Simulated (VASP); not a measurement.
# AgO (F-43m) in VASP: a series of runs

Runs on AgO. Level: PBEsol. Tasks: single point.

Program: VASP 6.6.1. These are calculated values, not measurements. Logs are shortened: lines on timing, memory, paths and dates and some standing lists are left out, and cuts for length are marked.

### 1 The cell of the first run

Symmetry: F-43m, No. 216, cubic system. The conventional cell has a = 4.650 Å, b = 4.650 Å, c = 4.650 Å, α = 90.00°, β = 90.00°, γ = 90.00°. Ag (site symmetry -43m) has 4 O at 2.01 Å within 2.7 Å. Within 2.7 Å of O (site symmetry -43m) lie 4 Ag at 2.01 Å.

### 2 Single point, PBEsol

File INCAR:

```
SYSTEM = AgO
PREC = Accurate ; ENCUT = 520
EDIFF = 1E-7 ; ISMEAR = 1
SIGMA = 0.15 ; LREAL = .False.
LASPH = .True. ; NELM = 80
ALGO = Normal ; ISIF = 2
LWAVE = .False. ; LCHARG = .False.
GGA = PS ; NBANDS = 16
```

File KPOINTS:

```
Automatic mesh
0
Gamma
  8 8 8
  0 0 0
```

File POSCAR:

```
AgO
1.0
    0.0000000000      2.3248984381      2.3248984381
    2.3248984381      0.0000000000      2.3248984381
    2.3248984381      2.3248984381      0.0000000000
Ag O
1 1
Direct
    0.0000000000      0.0000000000      0.0000000000
    0.2500000000      0.2500000000      0.2500000000
```

Potentials or basis: VASP PAW PBE potentials, release 64 (Ag, O).

Launch:

```sh
cat potpaw_PBE.64/Ag/POTCAR potpaw_PBE.64/O/POTCAR > POTCAR
mpirun -np 1 vasp_std > vasp.out
```

OUTCAR:

```text
SYSTEM = AgO
   PREC = Accurate
   ENCUT = 520
   EDIFF = 1E-7
   ISMEAR = 1
   LREAL = .False.
   LASPH = .True.
   NELM = 80
   ISIF = 2
   GGA = PS

 ion  position               nearest neighbor table
   1  0.000  0.000  0.000-   2 2.01   2 2.01   2 2.01   2 2.01
   2  0.250  0.250  0.250-   1 2.01   1 2.01   1 2.01   1 2.01

  LATTYP: Found a face centered cubic cell.
 ALAT       =     4.6497968762

  Lattice vectors:

 A1 = (   0.0000000000,   2.3248984381,   2.3248984381)
 A2 = (   2.3248984381,   0.0000000000,   2.3248984381)
 A3 = (   2.3248984381,   2.3248984381,   0.0000000000)

Analysis of symmetry for initial positions (statically):
=====================================================================
 Subroutine PRICEL returns:
 Original cell was already a primitive cell.

 Routine SETGRP: Setting up the symmetry group for a
 face centered cubic supercell.

 Subroutine GETGRP returns: Found 24 space group operations
 (whereof 24 operations were pure point group operations)
 out of a pool of 48 trial point group operations.

The static configuration has the point symmetry T_d .

Analysis of symmetry for dynamics (positions and initial velocities):
=====================================================================
 Subroutine PRICEL returns:
 Original cell was already a primitive cell.

 Routine SETGRP: Setting up the symmetry group for a
 face centered cubic supercell.

 Subroutine GETGRP returns: Found 24 space group operations
 (whereof 24 operations were pure point group operations)
 out of a pool of 48 trial point group operations.

The dynamic configuration has the point symmetry T_d .

 Subroutine INISYM returns: Found 24 space group operations
 (whereof 24 operations are pure point group operations),
 and found     1 'primitive' translations

----------------------------------------------------------------------------------------

                                     Primitive cell

  volume of cell :      25.1329

  direct lattice vectors                    reciprocal lattice vectors
     0.000000000  2.324898438  2.324898438    -0.215063158  0.215063158  0.215063158
     2.324898438  0.000000000  2.324898438     0.215063158 -0.215063158  0.215063158
     2.324898438  2.324898438  0.000000000     0.215063158  0.215063158 -0.215063158

  length of vectors
     3.287902902  3.287902902  3.287902902     0.372500316  0.372500316  0.372500316

  position of ions in fractional coordinates (direct lattice)
     0.000000000  0.000000000  0.000000000
     0.250000000  0.250000000  0.250000000

  ion indices of the primitive-cell ions
   primitive index   ion index
                 1           1
                 2           2

----------------------------------------------------------------------------------------

 KPOINTS: Automatic mesh

Automatic generation of k-mesh.
 Grid dimensions read from file:
 generate k-points for:    8    8    8

 Generating k-lattice:

  Cartesian coordinates                     Fractional coordinates (reciprocal lattice)
    -0.026882895  0.026882895  0.026882895     0.125000000  0.000000000  0.000000000
     0.026882895 -0.026882895  0.026882895     0.000000000  0.125000000  0.000000000
     0.026882895  0.026882895 -0.026882895     0.000000000  0.000000000  0.125000000

  Length of vectors
     0.046562540  0.046562540  0.046562540

  Shift w.r.t. Gamma in fractional coordinates (k-lattice)
     0.000000000  0.000000000  0.000000000

 Subroutine IBZKPT returns following result:
 ===========================================

 Found     29 irreducible k-points:

 Following reciprocal coordinates:
            Coordinates               Weight
  0.000000  0.000000  0.000000      1.000000
  0.125000  0.000000  0.000000      8.000000
  0.250000  0.000000  0.000000      8.000000
  0.375000  0.000000  0.000000      8.000000
  0.500000  0.000000  0.000000      4.000000
  0.125000  0.125000  0.000000      6.000000
[... 16 lines left out ...]
  0.500000  0.250000  0.125000     48.000000
 -0.375000  0.250000  0.125000     24.000000
 [... further k-points ...]
   k-points           NKPTS =     29   k-points in BZ     NKDIM =     29   number of bands    NBANDS=     16
   number of dos      NEDOS =    301   number of ions     NIONS =      2
   total plane-waves  NPLWV =  13824
   dimension x,y,z NGX =    24 NGY =   24 NGZ =   24
   dimension x,y,z NGXF=    48 NGYF=   48 NGZF=   48
   ions per type =               1   1
   NGX,Y,Z   is equivalent  to a cutoff of  12.14, 12.14, 12.14 a.u.
   NGXF,Y,Z  is equivalent  to a cutoff of  24.27, 24.27, 24.27 a.u.
 SYSTEM =  AgO
   PREC   = accura    normal or accurate (medium, high low for compatibility)
   ISTART =      0    job   : 0-new  1-cont  2-samecut
   ICHARG =      2    charge: 1-file 2-atom 10-const
   ISPIN  =      1    spin polarized calculation?
   LNONCOLLINEAR =      F non collinear calculations
   LSORBIT =      F    spin-orbit coupling
   LASPH  =      T    aspherical Exc in radial PAW
   ENCUT  =  520.0 eV  38.22 Ry    6.18 a.u.   6.11  6.11  6.11*2*pi/ulx,y,z
   NELM   =     80;   NELMIN=  2; NELMDL= -5     # of ELM steps
   EDIFF  = 0.1E-06   stopping-criterion for ELM
   LREAL  =      F    real-space projection
   EDIFFG = 0.1E-05   stopping-criterion for IOM
   NSW    =      0    number of steps for IOM
   IBRION =     -1    ionic relax: 0-MD 1-quasi-New 2-CG
   NFREE  =      0    steps in history (QN), initial steepest desc. (CG)
   ISIF   =      2    stress and relaxation
   ISYM   =      2    0-nonsym 1-usesym 2-fastsym
   POTIM  = 0.5000    time-step for ionic-motion
   TEBEG  =    0.0;   TEEND  =   0.0 temperature during run
   PSTRESS=    0.0 pullay stress
   NELECT =      17.0000    total number of electrons
   NUPDOWN=      -1.0000    fix difference up-down
   EMIN   =  10.00;   EMAX   =-10.00  energy-range for DOS
   EFERMI =   0.00;   METHOD = LEGACY
   ISMEAR =     1;   SIGMA  =   0.15  broadening in eV -4-tet -1-fermi 0-gaus
   EFERMI_NEDOS =   21; number of points for ismear=-14 and -15
   IALGO  =     38    algorithm
   IMIX   =      4    mixing-type and parameters
     AMIX     =   0.40;   BMIX     =  1.00
     AMIX_MAG =   1.60;   BMIX_MAG =  1.00
  volume/ion in A,a.u.               =      12.57        84.80
  Fermi-wavevector in a.u.,A,eV,Ry     =   1.437067  2.715664 28.098247  2.065163
  Thomas-Fermi vector in A             =   2.556186
   LORBIT       =      0    0 simple, 1 ext, 2 COOP (PROOUT), +10 PAW based schemes
   GGA     = PS    functional components
   LHFCALC =     F    Hartree Fock is set to
   AEXX    =    0.0000 exact exchange contribution
   IVDW    =     0    specifies the selected vdW correction
   LEPSILON=     F    determine dielectric tensor
   LRPA    =     F    only Hartree local field effects (RPA)
 non-spin polarized calculation
 Methfessel and Paxton  Order N= 1 SIGMA  =   0.15
  energy-cutoff  :      520.00
  volume of cell :       25.13
 maximum number of plane-waves:       692
   NGX = 13   NGY = 13   NGZ = 13

 number of electron      17.0000000 magnetization

 Free energy of the ion-electron system (eV)
  ---------------------------------------------------
  ext. energy  EPLUGINS =         0.00000000
  ---------------------------------------------------
  free energy    TOTEN  =        -7.64706106 eV

  energy without entropy =       -7.64560658  energy(sigma->0) =       -7.64657624

 E-fermi :   6.3216     XC(G=0): -11.9026

 val. band max:        6.3157289541   @ k =   0.1250   0.0000   0.0000
 cond. band min:       6.3230030731   @ k =   0.0000   0.0000   0.0000
 fundamental gap:      0.0072741190
 Fermi energy:         6.3215798905

 k-point     1 :       0.0000    0.0000    0.0000
  band No.  band energies     occupation
      1     -12.9460      2.00000
      2      -0.6733      2.00000
      3      -0.6733      2.00000
      4      -0.6733      2.00000
      5       2.6374      2.00000
      6       2.6374      2.00000
[... 8 lines left out ...]
     15      26.7539      0.00000
     16      26.7539      0.00000

 k-point     2 :       0.1250    0.0000    0.0000
  band No.  band energies     occupation
      1     -12.8755      2.00000
      2      -0.7243      2.00000
      3      -0.5878      2.00000
      4      -0.5878      2.00000
      5       2.6106      2.00000
      6       2.6106      2.00000
[... 8 lines left out ...]
     15      26.2282      0.00000
     16      26.2282      0.00000

 k-point     3 :       0.2500    0.0000    0.0000
  band No.  band energies     occupation
      1     -12.7074      2.00000
      2      -0.6702      2.00000
      3      -0.3977      2.00000
      4      -0.3977      2.00000
      5       2.6173      2.00000
      6       2.6173      2.00000
[... 8 lines left out ...]
     15      26.0234      0.00000
     16      26.0234      0.00000

 k-point     4 :       0.3750    0.0000    0.0000
  band No.  band energies     occupation
      1     -12.5449      2.00000
      2      -0.2829      2.00000
      3      -0.2436      2.00000
      4      -0.2436      2.00000
      5       2.7641      2.00000
      6       2.7641      2.00000
[... 8 lines left out ...]
     15      27.0598      0.00000
     16      27.0598      0.00000

 k-point     5 :       0.5000    0.0000    0.0000
  band No.  band energies     occupation
      1     -12.4792      2.00000
      2      -0.1941      2.00000
      3      -0.1941      2.00000
      4       0.0734      2.00000
      5       2.8852      2.00000
      6       2.8852      2.00000
[... 8 lines left out ...]
     15      28.0981      0.00000
     16      28.0981      0.00000

 k-point     6 :       0.1250    0.1250    0.0000
  band No.  band energies     occupation
      1     -12.8522      2.00000
      2      -0.8207      2.00000
      3      -0.5129      2.00000
      4      -0.5129      2.00000
      5       2.4861      2.00000
      6       2.7029      2.00000
[... 8 lines left out ...]
     15      28.0421      0.00000
     16      28.0422      0.00000

 k-point     7 :       0.2500    0.1250    0.0000
  band No.  band energies     occupation
      1     -12.7173      2.00000
      2      -0.8466      2.00000
      3      -0.3258      2.00000
      4      -0.3082      2.00000
      5       2.3932      2.00000
      6       2.7617      2.00000
[... 8 lines left out ...]
     15      27.1051      0.00000
     16      28.0931      0.00000

 k-point     8 :       0.3750    0.1250    0.0000
  band No.  band energies     occupation
      1     -12.5549      2.00000
      2      -0.5858      2.00000
      3      -0.1211      2.00000
      4      -0.1172      2.00000
      5       2.5178      2.00000
      6       2.8645      2.00000
[... 8 lines left out ...]
     15      26.5703      0.00000
     16      28.1700      0.00000

 k-point     9 :       0.5000    0.1250    0.0000
  band No.  band energies     occupation
      1     -12.4593      2.00000
      2      -0.2971      2.00000
      3      -0.0572      2.00000
      4       0.1828      2.00000
      5       2.7885      2.00000
      6       2.8941      2.00000
[... 8 lines left out ...]
     15      27.4157      0.00000
     16      28.6877      0.00000
[... 172 lines left out ...]
 k-point    19 :       0.5000    0.3750    0.0000
  band No.  band energies     occupation
      1     -12.3597      2.00000
      2      -0.9008      2.00000
      3       0.7445      2.00000
      4       0.8609      2.00000
      5       2.4206      2.00000
      6       3.0212      2.00000
[... 8 lines left out ...]
     15      28.4067      0.00000
     16      29.0290      0.00000

 k-point    20 :      -0.3750    0.3750    0.0000
  band No.  band energies     occupation
      1     -12.3523      2.00000
      2      -0.6427      2.00000
      3       0.5725      2.00000
      4       1.1689      2.00000
      5       2.1627      2.00000
      6       2.8343      2.00000
[... 8 lines left out ...]
     15      28.8848      0.00000
     16      29.7552      0.00000

 k-point    21 :       0.5000    0.5000    0.0000
  band No.  band energies     occupation
      1     -12.3389      2.00000
      2      -1.0127      2.00000
      3       0.9543      2.00000
      4       0.9543      2.00000
      5       2.3801      2.00000
      6       3.1017      2.00000
[... 8 lines left out ...]
     15      27.8794      0.00000
     16      28.7081      0.00000

 k-point    22 :       0.3750    0.2500    0.1250
  band No.  band energies     occupation
      1     -12.5865      2.00000
      2      -0.7745      2.00000
      3      -0.1399      2.00000
      4      -0.0499      2.00000
      5       2.3435      2.00000
      6       2.8732      2.00000
[... 8 lines left out ...]
     15      27.4653      0.00000
     16      29.5841      0.00000

 k-point    23 :       0.5000    0.2500    0.1250
  band No.  band energies     occupation
      1     -12.4604      2.00000
      2      -0.4589      2.00000
      3      -0.0434      2.00000
      4       0.2943      2.00000
      5       2.5243      2.00000
      6       2.9010      2.00000
[... 8 lines left out ...]
     15      27.2464      0.00000
     16      29.4312      0.00000

 k-point    24 :      -0.3750    0.2500    0.1250
  band No.  band energies     occupation
      1     -12.4099      2.00000
      2      -0.3259      2.00000
      3       0.0424      2.00000
      4       0.6060      2.00000
      5       2.4986      2.00000
      6       2.8965      2.00000
[... 8 lines left out ...]
     15      27.1885      0.00000
     16      30.0330      0.00000

 [... further k-points ...]
[... 5 lines left out ...]
  --------------------------------------------------------------------------------------
  -------------------------------------------------------------------------------------
  Total        5.0474431      5.0474431      5.0474431      0.0000000      0.0000000      0.0000000
  in kB      321.7659342    321.7659342    321.7659342      0.0000000      0.0000000      0.0000000
  external PRESSURE =     321.7659342 kB  Pullay stress =       0.0000000 kB

 VOLUME and BASIS-vectors are now :
 -----------------------------------------------------------------------------
  energy-cutoff  :      520.00
  volume of cell :       25.13
      direct lattice vectors                 reciprocal lattice vectors
     0.000000000  2.324898438  2.324898438    -0.215063158  0.215063158  0.215063158
     2.324898438  0.000000000  2.324898438     0.215063158 -0.215063158  0.215063158
     2.324898438  2.324898438  0.000000000     0.215063158  0.215063158 -0.215063158

 POSITION                                       TOTAL-FORCE (eV/Angst)
 -----------------------------------------------------------------------------------
      0.00000      0.00000      0.00000         0.000000      0.000000      0.000000
      1.16245      1.16245      1.16245        -0.000000     -0.000000     -0.000000
 -----------------------------------------------------------------------------------
    total drift:                                0.000001      0.000001      0.000000

  FREE ENERGIE OF THE ION-ELECTRON SYSTEM (eV)
  ---------------------------------------------------
  free  energy   TOTEN  =        -7.6470610647 eV

  energy  without entropy=       -7.6456065761  energy(sigma->0) =       -7.64657624
```

Wall time 12 s (1 thread of Intel Xeon 8259CL, shared host); peak memory 0.14 GiB.

Results:

```yaml
Free_energy: -7.6471 eV
Pressure: 32.2 GPa
```

Caveat: the PAW data sets were made with another functional, which shifts forces and pressure a little; an odd number of electrons without spin polarisation forces a metal; a magnetic or distorted state may lie lower.

### 3 Single point, PBEsol

This run uses another cell than the first one, of 12.92 Å³/atom, 1.028 times its volume.

File INCAR:

```
ALGO     = Normal         # electronic algorithm
EDIFF    = 1E-6           # SCF threshold, eV
ENCUT    = 520            # plane-wave cutoff, eV
GGA      = PS             # functional
ISIF     = 2              # what is computed and relaxed
ISMEAR   = 1              # smearing method
LASPH    = True           # aspherical terms in the spheres
LCHARG   = False          # write CHGCAR
LREAL    = False          # projectors in reciprocal space
LWAVE    = False          # write WAVECAR
NBANDS   = 16             # bands
NELM     = 60             # most SCF steps
PREC     = Accurate       # precision mode
SIGMA    = 0.15           # smearing width, eV
```

File KPOINTS:

```
k-points
0
Gamma
  8 8 8
```

File POSCAR:

```
AgO
1.0
    0.0000000000      2.3462289731      2.3462289731
    2.3462289731      0.0000000000      2.3462289731
    2.3462289731      2.3462289731      0.0000000000
Ag O
1 1
Direct
    0.0000000000      0.0000000000      0.0000000000
    0.2500000000      0.2500000000      0.2500000000
```

Potentials or basis: VASP PAW PBE potentials, release 64 (Ag, O).

Launch:

```sh
cat potpaw_PBE.64/Ag/POTCAR potpaw_PBE.64/O/POTCAR > POTCAR
mpirun -np 1 vasp_std > vasp.out
```

Wall time 23 s (1 thread of Intel Xeon 8259CL, shared host); peak memory 0.16 GiB.

It converged, with:

```
Free energy : -7.7735 eV
Pressure    : 25.6 GPa
```

Levels at points of the mesh, in eV from the Fermi level:
```csv
k point,band 5,band 6,band 7,band 8,band 9,band 10,band 11,band 12,band 13,band 14
"(0.00, 0.00, 0.00)",-3.57,-3.57,0.05,1.01,1.01,1.01,14.41,14.41,14.41,19.06
"(0.50, 0.00, 0.00)",-3.34,-3.34,-3.06,-0.07,-0.07,5.53,7.09,14.38,14.38,16.69
"(0.50, 0.50, 0.00)",-3.81,-3.13,-2.04,-1.62,-1.62,6.12,9.61,11.77,14.07,14.07
```

Caveat: the PAW data sets were made with another functional, which shifts forces and pressure a little; an odd number of electrons without spin polarisation forces a metal; a magnetic or distorted state may lie lower.
